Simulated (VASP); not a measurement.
Write the native input for VASP 6.6.1 that does the following.

- Task: single point
- Functional: PBE
- Potentials or basis: VASP PAW PBE potentials, release 64 (In_d, Sb)
- Cutoff: 520 eV
- k mesh: 6 × 6 × 11
- Occupations: fermi-dirac, width 0.08 eV
- Spin: no spin polarisation
- Dipole correction: no
- Further INCAR settings: ALGO = Normal; EDIFF = 1e-07; NBANDS = 26

The structure of InSb lies in POSCAR:

```
InSb
1.0
    5.5177100000      0.0000000000      0.0000000000
    0.0000000000      5.8833600000      0.0000000000
    0.0000000000      0.0000000000      3.0630000000
In Sb
2 2
Direct
    0.0000000000      0.0000000000      0.0000000000
    0.5000000000      0.5000000000      0.0000000000
    0.5000000000      0.0000000000      0.8350000000
    0.0000000000      0.5000000000      0.1650000000
```

This cell differs from its parent crystal: equal xx and yy strain of +3 %.

The input as run:

INCAR

```
ALGO = Normal
EDIFF = 1E-7
ENCUT = 520
GGA = PE
ISIF = 2
ISMEAR = -1
LASPH = True
LCHARG = False
LREAL = False
LWAVE = False
NBANDS = 26
NELM = 80
PREC = Accurate
SIGMA = 0.08
```

KPOINTS

```
k-points
0
Gamma
  6 6 11
```

Potentials or basis: VASP PAW PBE potentials, release 64 (In_d, Sb).

Launch:

```console
$ cat potpaw_PBE.64/In_d/POTCAR potpaw_PBE.64/Sb/POTCAR > POTCAR
$ mpirun -np 1 vasp_std > vasp.out
```

Results of the run:

| Item | Value |
| --- | --- |
| Pressure | 10.9 GPa |
| Largest force | 0.484 eV/Å |
| Band gap on the k mesh | zero (bands 18 and 19 overlap by 2.78 eV) |

Caveat: the cell differs from its parent crystal (equal xx and yy strain of +3 %); the stress differs along the axes, from 6 to 19 GPa; spin-orbit coupling is left out, which moves the levels of the heavy elements.

Wall time 98 s on 1 thread of Intel(R) Xeon(R) 6975P-C (Granite Rapids), on a shared host, peak memory 0.36 GiB.
